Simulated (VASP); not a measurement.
## Ge: single point with r2SCAN

Crystal: Ge.

```
CELL_PARAMETERS angstrom
2.72393 2.72393 0.00000
-2.72393 2.72393 0.00000
0.00000 0.00000 5.83104
ATOMIC_POSITIONS crystal
Ge 0.50000 0.50000 0.50000
Ge 0.50000 0.00000 0.25000
Ge 0.00000 0.00000 0.00000
Ge 0.00000 0.50000 0.75000
```

| Item | Value |
| --- | --- |
| Program | VASP 6.6.1 |
| Task | single point |
| Functional | r2SCAN |
| Potentials or basis | VASP PAW PBE potentials, release 64 (Ge_d) |
| Cutoff | 520 eV |
| k mesh | 10 × 10 × 6 |
| Occupations | gaussian, width 0.02 eV |
| Spin | no spin polarisation |

```json
{
  "Pressure": "4.4 GPa",
  "Band gap on the k mesh": "0.28 eV"
}
```

Stress tensor (GPa, compression positive):
```
6.58 0.00 0.00
0.00 6.58 0.00
0.00 0.00 0.11
```

Levels at points of the mesh, in eV from the valence-band top:
| k point | band 25 | band 26 | band 27 | band 28 | band 29 | band 30 | band 31 | band 32 |
| --- | --- | --- | --- | --- | --- | --- | --- | --- |
| (0.00, 0.00, 0.00) | -3.24 | -0.62 | 0.00 | 0.00 | 0.59 | 1.13 | 1.13 | 2.42 |
| (0.50, 0.00, 0.00) | -4.67 | -4.67 | -1.49 | -1.49 | 2.55 | 2.55 | 4.97 | 4.97 |
| (0.50, 0.50, 0.00) | -3.76 | -3.76 | -3.76 | -3.76 | 0.51 | 0.51 | 0.51 | 0.51 |
| (0.00, 0.00, 0.50) | -2.18 | -2.18 | -2.18 | -2.18 | 1.42 | 1.42 | 2.98 | 2.98 |
| (0.50, 0.00, 0.50) | -2.11 | -2.11 | -1.41 | -1.41 | 0.28 | 0.28 | 3.72 | 3.72 |
| (0.50, 0.50, 0.50) | -4.48 | -4.48 | -4.48 | -4.48 | 4.01 | 4.01 | 4.01 | 4.01 |

It took 6.9 min on 1 thread of Intel(R) Xeon(R) 6975P-C (Granite Rapids), on a shared host, peak memory 0.32 GiB.

Caveat: the cell stands under pressure; the PAW data sets were made with another functional, which shifts forces and pressure a little. A k mesh can miss the band edges.
